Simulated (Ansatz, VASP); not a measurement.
One calculation of Zn3S5, two programs

```
Zn S
1.0
     3.90000    0.00000    0.00000
    -1.95000    3.37750    0.00000
     0.00000    0.00000   11.70000
Zn S
3 5
Direct
  0.66667 0.33333 0.89300
  0.33333 0.66667 0.10700
  0.00000 0.00000 0.50000
  0.00000 0.00000 0.00000
  0.66667 0.33333 0.21400
  0.66667 0.33333 0.39300
  0.33333 0.66667 0.78600
  0.33333 0.66667 0.60700
```

Alike in both runs: task relaxation of cell and atoms; functional PBE; k mesh 5 × 5 × 2; occupations gaussian, width 0.2 eV; no spin polarisation.

|  | VASP | Ansatz |
| --- | --- | --- |
| version | VASP 6.6.1 | Ansatz 0.2.0 |
| potentials or method | VASP PAW PBE potentials, release 64 (Zn, S), cutoff 600 eV | scalar-relativistic, plane waves, PAW |
| valence electrons in the cell | 66 | 66 |

```tsv
	VASP	Ansatz	Ansatz less VASP
relaxed volume (Å³/atom)	18.78	18.77	-0.017
relaxed length of the cell vector where the two differ most in proportion (Å)	11.970	11.963	-0.0068
```

The k mesh is coarse, so the values compare programs but aren't converged.
